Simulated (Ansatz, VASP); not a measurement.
## Two plane-wave programs on InSe

```
Se In
1.0
     3.89200    0.00000    0.00000
    -1.94600    3.37057    0.00000
     0.00000    0.00000   36.71996
Se In
2 2
Direct
  0.00000 0.00000 0.42824
  0.00000 0.00000 0.57173
  0.66667 0.33333 0.46276
  0.66667 0.33333 0.53722
```

Alike in both runs: task single point; functional PBE; dispersion D3(BJ); k mesh 9 × 9 × 1; occupations gaussian, width 0.02 eV; no spin polarisation.

|  | VASP | Ansatz |
| --- | --- | --- |
| version | VASP 6.6.1 | Ansatz 0.2.0 |
| potentials or method | VASP PAW PBE potentials, release 64 (Se, In_d), cutoff 520 eV | scalar-relativistic, plane waves, PAW |
| valence electrons in the cell | 38 | 58 |

```csv
,VASP,Ansatz,Ansatz less VASP
gap on the k mesh at the Fermi level (eV),2.02,2.03,+0.012
least direct gap on the mesh (eV),2.12,2.13,+0.010
rms of the force components (eV/Å),0.386,0.376,-0.0102
```

VASP's potentials hold 38 valence electrons a cell and Ansatz's 58, so a difference there can come from the potentials and not from the codes. Ansatz's warnings: structure snapped to symmetry.
